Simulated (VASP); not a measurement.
Wanted: the native input for a VASP 6.6.1 run.

| Property | Result |
| --- | --- |
| Task | single point |
| Functional | PBE |
| Dispersion | D3(BJ) |
| Potentials or basis | VASP PAW PBE potentials, release 64 (Sn_d, O) |
| Cutoff | 520 eV |
| k mesh | 12 × 12 × 4 |
| Occupations | gaussian, width 0.05 eV |
| Spin | no spin polarisation |
| Dipole correction | no |
| Further INCAR settings | ALGO = Normal; EDIFF = 1e-06; NBANDS = 35 |

The structure of SnO2 lies in POSCAR:

```
SnO2
1.0
    3.2535759035      0.0000000000      0.0000000000
   -1.6267879517      2.8176793856      0.0000000000
    0.0000000000      0.0000000000      9.6627950757
Sn O
2 4
Direct
    0.0000000000      0.0000000000      0.5000000000
    0.0000000000      0.0000000000      0.0000000000
    0.6666666667      0.3333333333      0.4017901367
    0.6666666667      0.3333333333      0.0982098633
    0.3333333333      0.6666666667      0.5982098633
    0.3333333333      0.6666666667      0.9017901367
```

One way to write it, as run:

INCAR

```
ALGO = Normal ; EDIFF = 1E-6
ENCUT = 520 ; GGA = PE
ISIF = 2 ; ISMEAR = 0
IVDW = 12 ; LASPH = True
LCHARG = True ; LELF = True
LREAL = False ; LVHAR = True
LWAVE = False ; NBANDS = 35
NELM = 100 ; PREC = Accurate
SIGMA = 0.05
```

KPOINTS

```
k-points
0
Gamma
  12 12 4
```

Potentials or basis: VASP PAW PBE potentials, release 64 (Sn_d, O).

Command:

```bash
$ cat potpaw_PBE.64/Sn_d/POTCAR potpaw_PBE.64/O/POTCAR > POTCAR
$ mpirun -np 1 vasp_std > vasp.out
```

Results of the run:

```json
{
 "Pressure": "1.8 GPa",
 "Largest force": "0.580 eV/Å",
 "Band gap on the k mesh": "1.63 eV (least direct gap 2.09 eV)",
 "Dispersion energy per atom": "-0.173 eV"
}
```

Caveat: the stress differs along the axes, from -0 to 6 GPa; spin-orbit coupling is left out, which moves the levels of the heavy elements.

Wall time 89 s on 1 thread of AMD EPYC 9R45 96-Core Processor (Zen 5), on a shared host, peak memory 0.26 GiB.
